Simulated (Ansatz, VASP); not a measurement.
**BP in VASP and in Ansatz**

Contents of INCAR:

```
SYSTEM = BP
  PREC = Accurate
  ENCUT = 520
  EDIFF = 1E-6
  ISMEAR = 1
  SIGMA = 0.05
  LREAL = .False.
  LASPH = .True.
  NELM = 100
  ALGO = Normal
  ISIF = 2
  LWAVE = .False.
  LCHARG = .True.
  GGA = PS
  LELF = .True.
  LVHAR = .True.
  NBANDS = 11
```

The input KPOINTS:

```
regular mesh
0
Gamma
  6 6 6
  0 0 0
```

Contents of POSCAR:

```
BP
1.0
    0.0000000000      2.2683156840      2.2683156840
    2.2683156840      0.0000000000      2.2683156840
    2.2683156840      2.2683156840      0.0000000000
B P
1 1
Direct
    0.0000000000      0.0000000000      0.0000000000
    0.2500000000      0.2500000000      0.2500000000
```

Input for Ansatz:

```yaml
crystal:
  lattice:
    - [0.0, 2.268315684, 2.268315684]
    - [2.268315684, 0.0, 2.268315684]
    - [2.268315684, 2.268315684, 0.0]
  atoms:
    - { symbol: B, position: [0.0, 0.0, 0.0] }
    - { symbol: P, position: [0.25, 0.25, 0.25] }
kpoints:
  mp_grid: { grid: [6, 6, 6] }
hamiltonian:
  xc: pbesol
scf:
  occupations: { method: methfessel_paxton, width: 0.05 }
  n_extra_bands: 4
output:
  forces: true
  stress: true
  eigenvalues: true
```

Alike in both runs: task single point; functional PBEsol; k mesh 6 × 6 × 6; occupations methfessel-paxton of order 1, width 0.05 eV; no spin polarisation.

|  | VASP | Ansatz |
| --- | --- | --- |
| version | VASP 6.6.1 | Ansatz 0.2.0 |
| potentials or method | VASP PAW PBE potentials, release 64 (B, P) | plane waves |
| plane-wave cutoff (eV) | 520 | 420 |
| valence electrons in the cell | 8 | 8 |

VASP gave:

| Property | Result |
| --- | --- |
| gap on the k mesh at the Fermi level (eV) | 1.22 |
| pressure (GPa) | -1.6 |

Q: Estimate Ansatz's values.

A: gap on the k mesh at the Fermi level (eV): 1.22; pressure (GPa): -1.7.

VASP's potentials were made for PBE, not for PBEsol. The functional is the same, so the differences come from potentials, cutoffs and numerics.
